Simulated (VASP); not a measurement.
Wanted: the native input for a VASP 6.6.1 run.

```
Task                   : electric field gradients
Functional             : PBE
Potentials or basis    : VASP PAW PBE potentials, release 64 (Fe)
Cutoff                 : 520 eV
k mesh                 : 17 × 17 × 10
Occupations            : fermi-dirac, width 0.08 eV
Spin                   : no spin polarisation
Dipole correction      : no
Further INCAR settings : ALGO = Normal; EDIFF = 1e-08; NBANDS = 15
```

The structure of Fe lies in POSCAR:

```
Fe
1.0
    2.3844669570      0.0000000000      0.0000000000
   -1.1922334785      2.0650089592      0.0000000000
    0.0000000000      0.0000000000      3.7635056374
Fe
2
Direct
    0.3333333333      0.6666666667      0.2500000000
    0.6666666667      0.3333333333      0.7500000000
```

This cell differs from its parent crystal: volume scaled by 0.94.

These files were run (other wordings do the same):

INCAR

```
SYSTEM = Fe
ALGO     = Normal         ! electronic algorithm
EDIFF    = 1E-8           ! SCF threshold, eV
ENCUT    = 520            ! plane-wave cutoff, eV
GGA      = PE             ! functional
ISIF     = 2              ! what is computed and relaxed
ISMEAR   = -1             ! smearing method
LASPH    = .TRUE.         ! aspherical terms in the spheres
LCHARG   = .FALSE.        ! write CHGCAR
LEFG     = .TRUE.       
LREAL    = .FALSE.        ! projectors in reciprocal space
LWAVE    = .FALSE.        ! write WAVECAR
NBANDS   = 15             ! bands
NELM     = 100            ! most SCF steps
PREC     = Accurate       ! precision mode
SIGMA    = 0.08           ! smearing width, eV
```

KPOINTS

```
k-points
0
G
  17 17 10
  0 0 0
```

Potentials or basis: VASP PAW PBE potentials, release 64 (Fe).

Launch:

```sh
$ cat potpaw_PBE.64/Fe/POTCAR > POTCAR
$ mpirun -np 1 vasp_std > vasp.out
```

It gave:

The pressure is 33.9 GPa and the band gap on the k mesh is zero (band 8 reaches 9.01 eV, above the bottom of band 9 at 6.91 eV).

Caveat: without QUAD_EFG the Cq values of the log hold for a quadrupole moment of 1 mb, not for the nuclei; the run has no spin polarisation, though such a crystal can be magnetic.

Run time: 32 s on 1 thread of Intel(R) Xeon(R) Platinum 8488C (Sapphire Rapids), on a shared host, peak memory 0.16 GiB.
